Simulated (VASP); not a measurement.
# Al (P6_3/mmc) in VASP: further runs

Runs on Al. Level: LDA. Tasks: single point.

All numbers are computed with VASP 6.6.1; they aren't measurements. Logs are shortened: lines on timing, memory, paths and dates and some standing lists are left out, and cuts for length are marked.

## Step 1: The cell of the first run

Symmetry: P6_3/mmc, No. 194, hexagonal system. The conventional cell has a = 2.695 Å, b = 2.695 Å, c = 4.664 Å, α = 90.00°, β = 90.00°, γ = 120.00°. Al (site symmetry -6m2) has 12 Al at 2.70 to 2.80 Å within 3.6 Å.

## Step 2: Single point, LDA

File INCAR:

```
  PREC = Accurate
  ENCUT = 520
  EDIFF = 1E-7
  ISMEAR = 0
  SIGMA = 0.05
  LREAL = F
  LASPH = T
  NELM = 80
  ALGO = Normal
  ISIF = 2
  LWAVE = F
  LCHARG = F
  NBANDS = 10
```

File KPOINTS:

```
Automatic mesh
0
Gamma
  12 12 6
```

File POSCAR:

```
Al
1.0
    2.6951308822      0.0000000000      0.0000000000
   -1.3475654459      2.3340518104      0.0000000000
    0.0000000000      0.0000000000      4.6638243463
Al
2
Direct
    0.6666666667      0.3333333333      0.7500000000
    0.3333333333      0.6666666667      0.2500000000
```

Potentials or basis: VASP PAW LDA potentials, release 64 (Al).

Launch:

```
$ cat potpaw_LDA.64/Al/POTCAR > POTCAR
$ mpirun -np 1 vasp_std > vasp.out
```

OUTCAR:

```text
PREC = Accurate
   ENCUT = 520
   EDIFF = 1E-7
   ISMEAR = 0
   LREAL = F
   LASPH = T
   NELM = 80
   ISIF = 2

 ion  position               nearest neighbor table
   1  0.667  0.333  0.750-   2 2.80   2 2.80   2 2.80   2 2.80   2 2.80   2 2.80
   2  0.333  0.667  0.250-   1 2.80   1 2.80   1 2.80   1 2.80   1 2.80   1 2.80

  LATTYP: Found a hexagonal cell.
 ALAT       =     2.6951308822
 C/A-ratio  =     1.7304630276

  Lattice vectors:

 A1 = (   2.6951308822,   0.0000000000,   0.0000000000)
 A2 = (  -1.3475654459,   2.3340518104,   0.0000000000)
 A3 = (   0.0000000000,   0.0000000000,   4.6638243463)

Analysis of symmetry for initial positions (statically):
=====================================================================
 Subroutine PRICEL returns:
 Original cell was already a primitive cell.

 Routine SETGRP: Setting up the symmetry group for a
 hexagonal supercell.

 Subroutine GETGRP returns: Found 24 space group operations
 (whereof 12 operations were pure point group operations)
 out of a pool of 24 trial point group operations.

The static configuration has the point symmetry D_3d.
 The point group associated with its full space group is D_6h.

Analysis of symmetry for dynamics (positions and initial velocities):
=====================================================================
 Subroutine PRICEL returns:
 Original cell was already a primitive cell.

 Routine SETGRP: Setting up the symmetry group for a
 hexagonal supercell.

 Subroutine GETGRP returns: Found 24 space group operations
 (whereof 12 operations were pure point group operations)
 out of a pool of 24 trial point group operations.

The dynamic configuration has the point symmetry D_3d.
 The point group associated with its full space group is D_6h.

 Subroutine INISYM returns: Found 24 space group operations
 (whereof 12 operations are pure point group operations),
 and found     1 'primitive' translations

----------------------------------------------------------------------------------------

                                     Primitive cell

  volume of cell :      29.3381

  direct lattice vectors                    reciprocal lattice vectors
     2.695130882  0.000000000  0.000000000     0.371039494  0.214219753  0.000000000
    -1.347565446  2.334051810  0.000000000     0.000000000  0.428439504  0.000000000
     0.000000000  0.000000000  4.663824346     0.000000000  0.000000000  0.214416309

  length of vectors
     2.695130882  2.695130885  4.663824346     0.428439504  0.428439504  0.214416309

  position of ions in fractional coordinates (direct lattice)
     0.666666667  0.333333333  0.750000000
     0.333333333  0.666666667  0.250000000

  ion indices of the primitive-cell ions
   primitive index   ion index
                 1           1
                 2           2

----------------------------------------------------------------------------------------

 KPOINTS: Automatic mesh

Automatic generation of k-mesh.
 Grid dimensions read from file:
 generate k-points for:   12   12    6

 Generating k-lattice:

  Cartesian coordinates                     Fractional coordinates (reciprocal lattice)
     0.030919958  0.017851646  0.000000000     0.083333333  0.000000000  0.000000000
     0.000000000  0.035703292  0.000000000     0.000000000  0.083333333  0.000000000
     0.000000000  0.000000000  0.035736051     0.000000000  0.000000000  0.166666667

  Length of vectors
     0.035703292  0.035703292  0.035736051

  Shift w.r.t. Gamma in fractional coordinates (k-lattice)
     0.000000000  0.000000000  0.000000000

 Subroutine IBZKPT returns following result:
 ===========================================

 Found     76 irreducible k-points:

 Following reciprocal coordinates:
            Coordinates               Weight
  0.000000  0.000000  0.000000      1.000000
  0.083333 -0.000000  0.000000      6.000000
  0.166667 -0.000000  0.000000      6.000000
  0.250000 -0.000000  0.000000      6.000000
  0.333333 -0.000000  0.000000      6.000000
  0.416667 -0.000000  0.000000      6.000000
[... 16 lines left out ...]
  0.250000 -0.000000  0.166667     12.000000
  0.333333 -0.000000  0.166667     12.000000
 [... further k-points ...]
   k-points           NKPTS =     76   k-points in BZ     NKDIM =     76   number of bands    NBANDS=     10
   number of dos      NEDOS =    301   number of ions     NIONS =      2
   total plane-waves  NPLWV =  14400
   dimension x,y,z NGX =    20 NGY =   20 NGZ =   36
   dimension x,y,z NGXF=    40 NGYF=   40 NGZF=   72
   ions per type =               2
   NGX,Y,Z   is equivalent  to a cutoff of  12.34, 12.34, 12.83 a.u.
   NGXF,Y,Z  is equivalent  to a cutoff of  24.67, 24.67, 25.67 a.u.
 SYSTEM =  unknown system
   PREC   = accura    normal or accurate (medium, high low for compatibility)
   ISTART =      0    job   : 0-new  1-cont  2-samecut
   ICHARG =      2    charge: 1-file 2-atom 10-const
   ISPIN  =      1    spin polarized calculation?
   LNONCOLLINEAR =      F non collinear calculations
   LSORBIT =      F    spin-orbit coupling
   LASPH  =      T    aspherical Exc in radial PAW
   ENCUT  =  520.0 eV  38.22 Ry    6.18 a.u.   5.01  5.01  8.67*2*pi/ulx,y,z
   NELM   =     80;   NELMIN=  2; NELMDL= -5     # of ELM steps
   EDIFF  = 0.1E-06   stopping-criterion for ELM
   LREAL  =      F    real-space projection
   EDIFFG = 0.1E-05   stopping-criterion for IOM
   NSW    =      0    number of steps for IOM
   IBRION =     -1    ionic relax: 0-MD 1-quasi-New 2-CG
   NFREE  =      0    steps in history (QN), initial steepest desc. (CG)
   ISIF   =      2    stress and relaxation
   ISYM   =      2    0-nonsym 1-usesym 2-fastsym
   POTIM  = 0.5000    time-step for ionic-motion
   TEBEG  =    0.0;   TEEND  =   0.0 temperature during run
   PSTRESS=    0.0 pullay stress
   NELECT =       6.0000    total number of electrons
   NUPDOWN=      -1.0000    fix difference up-down
   EMIN   =  10.00;   EMAX   =-10.00  energy-range for DOS
   EFERMI =   0.00;   METHOD = LEGACY
   ISMEAR =     0;   SIGMA  =   0.05  broadening in eV -4-tet -1-fermi 0-gaus
   EFERMI_NEDOS =   21; number of points for ismear=-14 and -15
   IALGO  =     38    algorithm
   IMIX   =      4    mixing-type and parameters
     AMIX     =   0.40;   BMIX     =  1.00
     AMIX_MAG =   1.60;   BMIX_MAG =  1.00
  volume/ion in A,a.u.               =      14.67        98.99
  Fermi-wavevector in a.u.,A,eV,Ry     =   0.964527  1.822692 12.657668  0.930312
  Thomas-Fermi vector in A             =   2.094166
   LORBIT       =      0    0 simple, 1 ext, 2 COOP (PROOUT), +10 PAW based schemes
   GGA     = CA    functional components
   LHFCALC =     F    Hartree Fock is set to
   AEXX    =    0.0000 exact exchange contribution
   IVDW    =     0    specifies the selected vdW correction
   LEPSILON=     F    determine dielectric tensor
   LRPA    =     F    only Hartree local field effects (RPA)
 non-spin polarized calculation
 Gauss-broadening in eV      SIGMA  =   0.05
  energy-cutoff  :      520.00
  volume of cell :       29.34
 maximum number of plane-waves:       825
 NGX is ok and might be reduce to    20
   NGX =  9   NGY =  9   NGZ = 17

 number of electron       6.0000000 magnetization

 Free energy of the ion-electron system (eV)
  ---------------------------------------------------
  ext. energy  EPLUGINS =         0.00000000
  ---------------------------------------------------
  free energy    TOTEN  =        -8.23567696 eV

  energy without entropy =       -8.23416037  energy(sigma->0) =       -8.23491866

 E-fermi :   9.0499     XC(G=0): -10.7858

 val. band max:        9.0289988009   @ k =   0.2500   0.2500   0.3333
 cond. band min:       9.0548442547   @ k =   0.3333   0.0833   0.5000
 fundamental gap:      0.0258454538
 Fermi energy:         9.0499159637

 k-point     1 :       0.0000    0.0000    0.0000
  band No.  band energies     occupation
      1      -2.8717      2.00000
      2       3.7189      2.00000
      3       3.7711      2.00000
      4      20.7745      0.00000
      5      21.4385      0.00000
      6      21.4385      0.00000
      7      21.5288      0.00000
      8      21.5288      0.00000
      9      22.7247      0.00000
     10      25.0653      0.00000

 k-point     2 :       0.0833   -0.0000    0.0000
  band No.  band energies     occupation
      1      -2.6837      2.00000
      2       3.8926      2.00000
      3       3.9535      2.00000
      4      18.3576      0.00000
      5      19.7942      0.00000
      6      20.5803      0.00000
      7      21.8932      0.00000
      8      22.8372      0.00000
      9      23.3565      0.00000
     10      24.4870      0.00000

 k-point     3 :       0.1667   -0.0000    0.0000
  band No.  band energies     occupation
      1      -2.1216      2.00000
      2       4.4137      2.00000
      3       4.4948      2.00000
      4      14.9824      0.00000
      5      18.4053      0.00000
      6      19.1947      0.00000
      7      20.8722      0.00000
      8      21.0614      0.00000
      9      23.2198      0.00000
     10      23.3433      0.00000

 k-point     4 :       0.2500   -0.0000    0.0000
  band No.  band energies     occupation
      1      -1.1908      2.00000
      2       5.2828      2.00000
      3       5.3713      2.00000
      4      11.8002      0.00000
      5      17.0671      0.00000
      6      17.3263      0.00000
      7      17.8584      0.00000
      8      19.4874      0.00000
      9      22.7964      0.00000
     10      23.0978      0.00000
[... 222 lines left out ...]
 k-point    22 :       0.1667   -0.0000    0.1667
  band No.  band energies     occupation
      1      -1.9345      2.00000
      2       2.4783      2.00000
      3       6.7535      2.00000
      4      15.1235      0.00000
      5      18.5599      0.00000
      6      18.6713      0.00000
      7      18.7204      0.00000
      8      21.0347      0.00000
      9      22.2608      0.00000
     10      23.0363      0.00000

 k-point    23 :       0.2500   -0.0000    0.1667
  band No.  band energies     occupation
      1      -1.0050      2.00000
      2       3.3721      2.00000
      3       7.5902      2.00000
      4      11.9751      0.00000
      5      15.8177      0.00000
      6      17.4820      0.00000
      7      18.4109      0.00000
      8      19.6972      0.00000
      9      21.2114      0.00000
     10      21.2394      0.00000

 k-point    24 :       0.3333   -0.0000    0.1667
  band No.  band energies     occupation
      1       0.2838      2.00000
      2       4.5969      2.00000
      3       8.3557      2.00000
      4       9.4973      0.00000
      5      13.0523      0.00000
      6      16.6681      0.00000
      7      16.7133      0.00000
      8      18.6310      0.00000
      9      20.4823      0.00000
     10      21.2078      0.00000

 [... further k-points ...]
[... 5 lines left out ...]
  --------------------------------------------------------------------------------------
  -------------------------------------------------------------------------------------
  Total        1.9087324      1.9087324      0.7614312     -0.0000000     -0.0000000      0.0000000
  in kB      104.2372867    104.2372867     41.5823220     -0.0000002     -0.0000000      0.0000000
  external PRESSURE =      83.3522985 kB  Pullay stress =       0.0000000 kB

 VOLUME and BASIS-vectors are now :
 -----------------------------------------------------------------------------
  energy-cutoff  :      520.00
  volume of cell :       29.34
      direct lattice vectors                 reciprocal lattice vectors
     2.695130882  0.000000000  0.000000000     0.371039494  0.214219753  0.000000000
    -1.347565446  2.334051810  0.000000000     0.000000000  0.428439504  0.000000000
     0.000000000  0.000000000  4.663824346     0.000000000  0.000000000  0.214416309

 POSITION                                       TOTAL-FORCE (eV/Angst)
 -----------------------------------------------------------------------------------
      1.34757      0.77802      3.49787        -0.000000     -0.000000     -0.000000
     -0.00000      1.55603      1.16596         0.000000      0.000000      0.000000
 -----------------------------------------------------------------------------------
    total drift:                                0.000000     -0.000000     -0.000000

  FREE ENERGIE OF THE ION-ELECTRON SYSTEM (eV)
  ---------------------------------------------------
  free  energy   TOTEN  =        -8.2356769553 eV

  energy  without entropy=       -8.2341603654  energy(sigma->0) =       -8.23491866
```

Run time: 10 s. Hardware: 1 thread of Intel Xeon Platinum 8488C (Sapphire Rapids), shared host; peak memory 0.13 GiB.

What came out:

```yaml
Free_energy: -8.2357 eV
Pressure: 8.3 GPa
Band_gap_on_the_k_mesh: zero (band 3 reaches 12.96 eV, above the bottom of band 4 at 5.84 eV)
```

Stress tensor (GPa, compression positive):
```
10.42  0.00  0.00
 0.00 10.42  0.00
 0.00  0.00  4.16
```

## Step 3: Single point, LDA

This run uses another cell than the first one, of 15.34 Å³/atom, 1.045 times its volume.

File INCAR:

```
PREC = Accurate
ENCUT = 520
EDIFF = 1E-6
ISMEAR = 0
SIGMA = 0.05
LREAL = False
LASPH = True
NELM = 80
ALGO = Normal
ISIF = 2
LWAVE = False
LCHARG = True
GGA = CA
LELF = True
LVHAR = True
NBANDS = 10
```

KPOINTS is that of step 2.

File POSCAR:

```
Al
1.0
    2.7353626476      0.0000000000      0.0000000000
   -1.3676813287      2.3688935413      0.0000000000
    0.0000000000      0.0000000000      4.7334439289
Al
2
Direct
    0.6666666667      0.3333333333      0.7500000000
    0.3333333333      0.6666666667      0.2500000000
```

Potentials or basis: VASP PAW LDA potentials, release 64 (Al).

Launch:

```
$ cat potpaw_LDA.64/Al/POTCAR > POTCAR
$ mpirun -np 1 vasp_std > vasp.out
```

Wall time 12 s (1 thread of Intel Xeon Platinum 8488C (Sapphire Rapids), shared host); peak memory 0.13 GiB.

The run converged. Its results:

| Item | Value |
| --- | --- |
| Free energy | -8.2844 eV |
| Pressure | 3.5 GPa |
| Band gap on the k mesh | zero (band 3 reaches 12.39 eV, above the bottom of band 4 at 5.39 eV) |

Stress tensor (GPa, compression positive):
```
5.26 0.00 0.00
0.00 5.26 0.00
0.00 0.00 0.11
```

Levels at points of the mesh, in eV from the Fermi level:
```tsv
k point	band 1	band 2	band 3	band 4	band 5	band 6	band 7
(0.00, 0.00, 0.00)	-11.62	-5.22	-5.15	11.50	12.05	12.05	12.10
(0.50, 0.00, 0.00)	-5.24	-5.21	0.60	0.71	1.37	1.52	6.62
(0.00, 0.00, 0.50)	-9.98	-9.98	2.49	2.49	12.93	12.93	12.93
(0.50, 0.00, 0.50)	-4.04	-4.04	-3.18	-3.18	7.60	7.60	8.00
```

## Step 4: Single point, LDA

This run uses another cell than the first one, of 16.00 Å³/atom, 1.091 times its volume.

File INCAR:

```
SYSTEM = Al
  PREC = Accurate
  ENCUT = 520
  EDIFF = 1E-6
  ISMEAR = 0
  SIGMA = 0.05
  LREAL = .FALSE.
  LASPH = .TRUE.
  NELM = 80
  ALGO = Normal
  ISIF = 2
  LWAVE = .FALSE.
  LCHARG = .FALSE.
  GGA = CA
  NBANDS = 10
```

File KPOINTS:

```
Automatic mesh
0
G
  12 12 6
  0 0 0
```

File POSCAR:

```
Al
1.0
    2.7744445371      0.0000000000      0.0000000000
   -1.3872222735      2.4027394504      0.0000000000
    0.0000000000      0.0000000000      4.8010736936
Al
2
Direct
    0.6666666667      0.3333333333      0.7500000000
    0.3333333333      0.6666666667      0.2500000000
```

Launch:

```
$ cat potpaw_LDA.64/Al/POTCAR > POTCAR
$ mpirun -np 1 vasp_std > vasp.out
```

It took 9.7 s on 1 thread of Intel Xeon Platinum 8488C (Sapphire Rapids), shared host; peak memory 0.14 GiB.

The run converged. Its results:

```
Free energy            : -8.2979 eV
Pressure               : -0.2 GPa
Band gap on the k mesh : zero (band 3 reaches 11.85 eV, above the bottom of band 4 at 4.98 eV)
```

Stress tensor (GPa, compression positive):
```
 1.18  0.00  0.00
 0.00  1.18  0.00
 0.00  0.00 -2.92
```

Levels at points of the mesh, in eV from the Fermi level:
```
           k point  band 1  band 2  band 3  band 4  band 5  band 6  band 7  band 8
(0.00, 0.00, 0.00)  -11.31   -5.14   -4.95   11.31   11.67   11.67   11.85   11.85
(0.50, 0.00, 0.00)   -5.12   -5.04    0.62    0.64    1.40    1.44    6.40    7.98
(0.00, 0.00, 0.50)   -9.72   -9.72    2.43    2.43   12.67   12.67   12.67   12.67
(0.50, 0.00, 0.50)   -3.90   -3.90   -3.13   -3.13    7.53    7.53    7.75    7.75
```

## Step 5: Overview

| cell | gap on the mesh (eV) | pressure (GPa) |
| --- | --- | --- |
| a = 2.695, b = 2.695, c = 4.664 Å, angles 90.0, 90.0, 120.0°, 2 atoms | none | 8.3 |
| a = 2.735, b = 2.735, c = 4.733 Å, angles 90.0, 90.0, 120.0°, 2 atoms | none | 3.5 |
| a = 2.774, b = 2.774, c = 4.801 Å, angles 90.0, 90.0, 120.0°, 2 atoms | none | -0.2 |

Alike in all rows: task single point; level LDA; potentials or basis VASP PAW LDA potentials, release 64 (Al); no spin polarisation; k mesh 12 × 12 × 6; cutoff (eV) 520; smearing gaussian 0.05 eV.

Absolute energies hang on the potentials; compare differences alone.
